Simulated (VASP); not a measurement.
# BiW (P2/c) in VASP: notebook

BiW is run at these levels: PBE; tasks: single point.

Everything below comes from runs of VASP 6.6.1. Logs are shortened: lines on timing, memory, paths and dates and some standing lists are left out, and cuts for length are marked.

## (1) The cell of the first run

The structure is monoclinic, space group P2/c (No. 13). Conventional cell: a = 5.392 Å, b = 6.521 Å, c = 5.669 Å, α = 90.00°, β = 90.33°, γ = 90.00°. W (site symmetry 2) has 4 W at 3.70 to 5.02 Å and 8 Bi at 4.00 to 4.24 Å within 5.1 Å. Bi (site symmetry 2) has 2 Bi at 3.68 Å and 8 W at 4.00 to 4.24 Å within 4.8 Å.

## (2) Single point, PBE

Input file INCAR:

```
PREC     = Accurate       # precision mode
ENCUT    = 520            # plane-wave cutoff, eV
EDIFF    = 1E-6           # SCF threshold, eV
ISMEAR   = -1             # smearing method
SIGMA    = 0.1            # smearing width, eV
LREAL    = F              # projectors in reciprocal space
LASPH    = T              # aspherical terms in the spheres
NELM     = 80             # most SCF steps
ALGO     = Normal         # electronic algorithm
ISIF     = 2              # what is computed and relaxed
LWAVE    = F              # write WAVECAR
LCHARG   = F              # write CHGCAR
GGA      = PE             # functional
NBANDS   = 37             # bands
```

Input file KPOINTS:

```
Automatic mesh
0
Gamma
  4 3 3
```

Input file POSCAR:

```
BiW
1.0
    5.3921120000      0.0000000000      0.0000000000
    0.0000000000      6.5212300000      0.0000000000
    0.0326520000      0.0000000000      5.6685390000
W Bi
2 2
Direct
    0.0000000000      0.1820000000      0.2500000000
    0.0000000000      0.8180000000      0.7500000000
    0.5000000000      0.6800000000      0.2500000000
    0.5000000000      0.3200000000      0.7500000000
```

Potentials or basis: VASP PAW PBE potentials, release 64 (W_sv, Bi_d).

On the command line:

```
$ cat potpaw_PBE.64/W_sv/POTCAR potpaw_PBE.64/Bi_d/POTCAR > POTCAR
$ mpirun -np 1 vasp_std > vasp.out
```

OUTCAR:

```text
PREC = Accurate
   ENCUT = 520
   EDIFF = 1E-6
   ISMEAR = -1
   LREAL = F
   LASPH = T
   NELM = 80
   ISIF = 2
   GGA = PE

 ion  position               nearest neighbor table
   1  0.000  0.182  0.250-
   2  0.000  0.818  0.750-
   3  0.500  0.680  0.250-   4 3.68   4 3.68
   4  0.500  0.320  0.750-   3 3.68   3 3.68

  LATTYP: Found a simple monoclinic cell.
 ALAT       =     5.3921120000
 B/A-ratio  =     1.2094018077
 C/A-ratio  =     1.0512825105
 COS(beta)  =    -0.0057601188

  Lattice vectors:

 A1 = (   5.3921120000,   0.0000000000,   0.0000000000)
 A2 = (   0.0000000000,  -6.5212300000,   0.0000000000)
 A3 = (  -0.0326520000,   0.0000000000,  -5.6685390000)

Analysis of symmetry for initial positions (statically):
=====================================================================
 Subroutine PRICEL returns:
 Original cell was already a primitive cell.

 Routine SETGRP: Setting up the symmetry group for a
 simple monoclinic supercell.

 Subroutine GETGRP returns: Found  4 space group operations
 (whereof  2 operations were pure point group operations)
 out of a pool of  4 trial point group operations.

The static configuration has the point symmetry S_2 .
 The point group associated with its full space group is C_2h.

Analysis of symmetry for dynamics (positions and initial velocities):
=====================================================================
 Subroutine PRICEL returns:
 Original cell was already a primitive cell.

 Routine SETGRP: Setting up the symmetry group for a
 simple monoclinic supercell.

 Subroutine GETGRP returns: Found  4 space group operations
 (whereof  2 operations were pure point group operations)
 out of a pool of  4 trial point group operations.

The dynamic configuration has the point symmetry S_2 .
 The point group associated with its full space group is C_2h.

 Subroutine INISYM returns: Found  4 space group operations
 (whereof  2 operations are pure point group operations),
 and found     1 'primitive' translations

----------------------------------------------------------------------------------------

                                     Primitive cell

  volume of cell :     199.3240

  direct lattice vectors                    reciprocal lattice vectors
     5.392112000  0.000000000  0.000000000     0.185456088  0.000000000 -0.001068267
     0.000000000  6.521230000  0.000000000     0.000000000  0.153345304  0.000000000
     0.032652000  0.000000000  5.668539000     0.000000000  0.000000000  0.176412300

  length of vectors
     5.392112000  6.521230000  5.668633040     0.185459165  0.153345304  0.176412300

  position of ions in fractional coordinates (direct lattice)
     0.000000000  0.182000000  0.250000000
     0.000000000  0.818000000  0.750000000
     0.500000000  0.680000000  0.250000000
     0.500000000  0.320000000  0.750000000

  ion indices of the primitive-cell ions
   primitive index   ion index
                 1           1
                 2           2
                 3           3
                 4           4

----------------------------------------------------------------------------------------

 KPOINTS: Automatic mesh

Automatic generation of k-mesh.
 Grid dimensions read from file:
 generate k-points for:    4    3    3

 Generating k-lattice:

  Cartesian coordinates                     Fractional coordinates (reciprocal lattice)
     0.046364022  0.000000000 -0.000267067     0.250000000  0.000000000  0.000000000
     0.000000000  0.051115101  0.000000000     0.000000000  0.333333333  0.000000000
     0.000000000  0.000000000  0.058804100     0.000000000  0.000000000  0.333333333

  Length of vectors
     0.046364791  0.051115101  0.058804100

  Shift w.r.t. Gamma in fractional coordinates (k-lattice)
     0.000000000  0.000000000  0.000000000

 Subroutine IBZKPT returns following result:
 ===========================================

 Found     14 irreducible k-points:

 Following reciprocal coordinates:
            Coordinates               Weight
  0.000000  0.000000  0.000000      1.000000
  0.250000  0.000000 -0.000000      2.000000
  0.500000  0.000000 -0.000000      1.000000
  0.000000  0.333333  0.000000      2.000000
  0.250000  0.333333 -0.000000      4.000000
  0.500000  0.333333 -0.000000      2.000000
  0.000000  0.000000  0.333333      2.000000
  0.250000  0.000000  0.333333      2.000000
  0.500000  0.000000  0.333333      2.000000
 -0.250000  0.000000  0.333333      2.000000
  0.000000  0.333333  0.333333      4.000000
  0.250000  0.333333  0.333333      4.000000
  0.500000  0.333333  0.333333      4.000000
 -0.250000  0.333333  0.333333      4.000000
   k-points           NKPTS =     14   k-points in BZ     NKDIM =     14   number of bands    NBANDS=     37
   number of dos      NEDOS =    301   number of ions     NIONS =      4
   total plane-waves  NPLWV =  84000
   dimension x,y,z NGX =    40 NGY =   50 NGZ =   42
   dimension x,y,z NGXF=    80 NGYF=  100 NGZF=   84
   ions per type =               2   2
   NGX,Y,Z   is equivalent  to a cutoff of  12.33, 12.75, 12.32 a.u.
   NGXF,Y,Z  is equivalent  to a cutoff of  24.67, 25.49, 24.63 a.u.
 SYSTEM =  unknown system
   PREC   = accura    normal or accurate (medium, high low for compatibility)
   ISTART =      0    job   : 0-new  1-cont  2-samecut
   ICHARG =      2    charge: 1-file 2-atom 10-const
   ISPIN  =      1    spin polarized calculation?
   LNONCOLLINEAR =      F non collinear calculations
   LSORBIT =      F    spin-orbit coupling
   LASPH  =      T    aspherical Exc in radial PAW
   ENCUT  =  520.0 eV  38.22 Ry    6.18 a.u.  10.03 12.13 10.54*2*pi/ulx,y,z
   NELM   =     80;   NELMIN=  2; NELMDL= -5     # of ELM steps
   EDIFF  = 0.1E-05   stopping-criterion for ELM
   LREAL  =      F    real-space projection
   EDIFFG = 0.1E-04   stopping-criterion for IOM
   NSW    =      0    number of steps for IOM
   IBRION =     -1    ionic relax: 0-MD 1-quasi-New 2-CG
   NFREE  =      0    steps in history (QN), initial steepest desc. (CG)
   ISIF   =      2    stress and relaxation
   ISYM   =      2    0-nonsym 1-usesym 2-fastsym
   POTIM  = 0.5000    time-step for ionic-motion
   TEBEG  =    0.0;   TEEND  =   0.0 temperature during run
   PSTRESS=    0.0 pullay stress
   NELECT =      58.0000    total number of electrons
   NUPDOWN=      -1.0000    fix difference up-down
   EMIN   =  10.00;   EMAX   =-10.00  energy-range for DOS
   EFERMI =   0.00;   METHOD = LEGACY
   ISMEAR =    -1;   SIGMA  =   0.10  broadening in eV -4-tet -1-fermi 0-gaus
   EFERMI_NEDOS =   21; number of points for ismear=-14 and -15
   IALGO  =     38    algorithm
   IMIX   =      4    mixing-type and parameters
     AMIX     =   0.40;   BMIX     =  1.00
     AMIX_MAG =   1.60;   BMIX_MAG =  1.00
  volume/ion in A,a.u.               =      49.83       336.28
  Fermi-wavevector in a.u.,A,eV,Ry     =   1.084837  2.050044 16.012293  1.176870
  Thomas-Fermi vector in A             =   2.220936
   LORBIT       =      0    0 simple, 1 ext, 2 COOP (PROOUT), +10 PAW based schemes
   GGA     = PE    functional components
   LHFCALC =     F    Hartree Fock is set to
   AEXX    =    0.0000 exact exchange contribution
   IVDW    =     0    specifies the selected vdW correction
   LEPSILON=     F    determine dielectric tensor
   LRPA    =     F    only Hartree local field effects (RPA)
 non-spin polarized calculation
  energy-cutoff  :      520.00
  volume of cell :      199.32
 maximum number of plane-waves:      5386
   NGX = 21   NGY = 25   NGZ = 21

 number of electron      58.0000009 magnetization

 Free energy of the ion-electron system (eV)
  ---------------------------------------------------
  ext. energy  EPLUGINS =         0.00000000
  ---------------------------------------------------
  free energy    TOTEN  =       -17.24400849 eV

  energy without entropy =      -16.77630368  energy(sigma->0) =      -17.01015608

 E-fermi :   2.0028     XC(G=0):  -8.1373

 val. band max:        1.9996900630   @ k =   0.5000   0.3333   0.3333
 cond. band min:       2.0059307238   @ k =  -0.2500   0.0000   0.3333
 fundamental gap:      0.0062406608
 Fermi energy:         2.0027591272

 k-point     1 :       0.0000    0.0000    0.0000
  band No.  band energies     occupation
      1     -72.7251      2.00000
      2     -72.7245      2.00000
      3     -36.8180      2.00000
      4     -36.8161      2.00000
      5     -36.8157      2.00000
      6     -36.8090      2.00000
[... 29 lines left out ...]
     36       2.9356      0.00018
     37       3.6559      0.00000

 k-point     2 :       0.2500    0.0000   -0.0000
  band No.  band energies     occupation
      1     -72.7251      2.00000
      2     -72.7245      2.00000
      3     -36.8180      2.00000
      4     -36.8161      2.00000
      5     -36.8157      2.00000
      6     -36.8090      2.00000
[... 29 lines left out ...]
     36       3.2433      0.00001
     37       3.8184      0.00000

 k-point     3 :       0.5000    0.0000   -0.0000
  band No.  band energies     occupation
      1     -72.7251      2.00000
      2     -72.7244      2.00000
      3     -36.8181      2.00000
      4     -36.8161      2.00000
      5     -36.8157      2.00000
      6     -36.8090      2.00000
[... 29 lines left out ...]
     36       3.4686      0.00000
     37       3.7612      0.00000

 k-point     4 :       0.0000    0.3333    0.0000
  band No.  band energies     occupation
      1     -72.7251      2.00000
      2     -72.7244      2.00000
      3     -36.8179      2.00000
      4     -36.8159      2.00000
      5     -36.8157      2.00000
      6     -36.8090      2.00000
[... 29 lines left out ...]
     36       3.0093      0.00009
     37       3.1023      0.00003
[... 283 lines left out ...]
      1     -72.7249      2.00000
      2     -72.7246      2.00000
      3     -36.8174      2.00000
      4     -36.8163      2.00000
      5     -36.8157      2.00000
      6     -36.8133      2.00000
[... 29 lines left out ...]
     36       3.4090      0.00000
     37       3.7676      0.00000

 k-point    13 :       0.5000    0.3333    0.3333
  band No.  band energies     occupation
      1     -72.7249      2.00000
      2     -72.7246      2.00000
      3     -36.8175      2.00000
      4     -36.8164      2.00000
      5     -36.8157      2.00000
      6     -36.8133      2.00000
[... 29 lines left out ...]
     36       3.3030      0.00000
     37       3.3848      0.00000

 k-point    14 :      -0.2500    0.3333    0.3333
  band No.  band energies     occupation
      1     -72.7249      2.00000
      2     -72.7246      2.00000
      3     -36.8174      2.00000
      4     -36.8163      2.00000
      5     -36.8157      2.00000
      6     -36.8133      2.00000
[... 29 lines left out ...]
     36       3.4283      0.00000
     37       3.7782      0.00000

------------------------ aborting loop because EDIFF is reached ----------------------------------------

  FORCE on cell =-STRESS in cart. coord.  units (eV):
  Direction    XX          YY          ZZ          XY          YZ          ZX
  --------------------------------------------------------------------------------------
  -------------------------------------------------------------------------------------
  Total      -13.7702739    -17.4131395    -19.9202556      0.0000000      0.0000000      0.0691530
  in kB     -110.6862309   -139.9677888   -160.1201274      0.0000000      0.0000000      0.5558557
  external PRESSURE =    -136.9247157 kB  Pullay stress =       0.0000000 kB

 VOLUME and BASIS-vectors are now :
 -----------------------------------------------------------------------------
  energy-cutoff  :      520.00
  volume of cell :      199.32
      direct lattice vectors                 reciprocal lattice vectors
     5.392112000  0.000000000  0.000000000     0.185456088  0.000000000 -0.001068267
     0.000000000  6.521230000  0.000000000     0.000000000  0.153345304  0.000000000
     0.032652000  0.000000000  5.668539000     0.000000000  0.000000000  0.176412300

 POSITION                                       TOTAL-FORCE (eV/Angst)
 -----------------------------------------------------------------------------------
      0.00816      1.18686      1.41713         0.000000     -1.726126      0.000000
      0.02449      5.33437      4.25140         0.000000      1.726126      0.000000
      2.70422      4.43444      1.41713         0.000000     -0.116833     -0.000000
      2.72054      2.08679      4.25140        -0.000000      0.116833      0.000000
 -----------------------------------------------------------------------------------
    total drift:                               -0.000000      0.000000     -0.000000

  FREE ENERGIE OF THE ION-ELECTRON SYSTEM (eV)
  ---------------------------------------------------
  free  energy   TOTEN  =       -17.2440084880 eV

  energy  without entropy=      -16.7763036787  energy(sigma->0) =      -17.01015608
```

It took 64 s on 1 thread of Intel Xeon Platinum 8488C (Sapphire Rapids), shared host; peak memory 0.31 GiB.

What came out:

* Free energy: -17.2440 eV
* Pressure: -13.7 GPa
* Largest force: 1.726 eV/Å
* Band gap on the k mesh: zero (bands 29 and 30 overlap by 0.19 eV)

Forces in eV/Å, atoms in the order of the input:
```
W    0.000 -1.726  0.000
W    0.000  1.726  0.000
Bi   0.000 -0.117  0.000
Bi   0.000  0.117  0.000
```

Stress tensor (GPa, compression positive):
```
-11.07   0.00   0.06
  0.00 -14.00   0.00
  0.06   0.00 -16.01
```

Caveat: the k points lie up to 0.37 Å⁻¹ apart; spin-orbit coupling is left out, which moves the levels of the heavy elements; forces of over 1 eV/Å act on the atoms, so gaps and moduli don't describe the material at rest.

## (3) Single point, PBE

Input file INCAR:

```
SYSTEM = BiW
ALGO = Normal ; EDIFF = 1E-6
ENCUT = 520 ; GGA = PE
ISIF = 2 ; ISMEAR = -1
LASPH = .True. ; LCHARG = .True.
LELF = .True. ; LREAL = .False.
LVHAR = .True. ; LWAVE = .False.
NBANDS = 37 ; NELM = 60
PREC = Accurate ; SIGMA = 0.1
```

Input file KPOINTS:

```
k-points
0
Gamma
  4 3 3
  0 0 0
```

POSCAR is that of step 2.

Potentials or basis: VASP PAW PBE potentials, release 64 (W_sv, Bi_d).

On the command line:

```
$ cat potpaw_PBE.64/W_sv/POTCAR potpaw_PBE.64/Bi_d/POTCAR > POTCAR
$ mpirun -np 1 vasp_std > vasp.out
```

Run time: 72 s. Hardware: 1 thread of Intel Xeon Platinum 8488C (Sapphire Rapids), shared host; peak memory 0.31 GiB.

Results (log left out):

```yaml
Free_energy: -17.2440 eV
Pressure: -13.7 GPa
Largest_force: 1.726 eV/Å
Band_gap_on_the_k_mesh: zero (bands 29 and 30 overlap by 0.19 eV)
```

Forces on the atoms (eV/Å):
```
W    0.000 -1.726  0.000
W    0.000  1.726  0.000
Bi   0.000 -0.117  0.000
Bi   0.000  0.117  0.000
```

Stress tensor (GPa, compression positive):
```
-11.07   0.00   0.06
  0.00 -14.00   0.00
  0.06   0.00 -16.01
```

Levels at points of the mesh, in eV from the Fermi level:
```tsv
k point	band 26	band 27	band 28	band 29	band 30	band 31	band 32	band 33
(0.00, 0.00, 0.00)	-0.63	-0.53	-0.30	-0.29	-0.14	0.02	0.29	0.37
(0.50, 0.00, 0.00)	-0.41	-0.20	-0.12	-0.01	0.25	0.60	0.67	0.73
```

Caveat: the k points lie up to 0.37 Å⁻¹ apart; spin-orbit coupling is left out, which moves the levels of the heavy elements; forces of over 1 eV/Å act on the atoms, so gaps and moduli don't describe the material at rest.
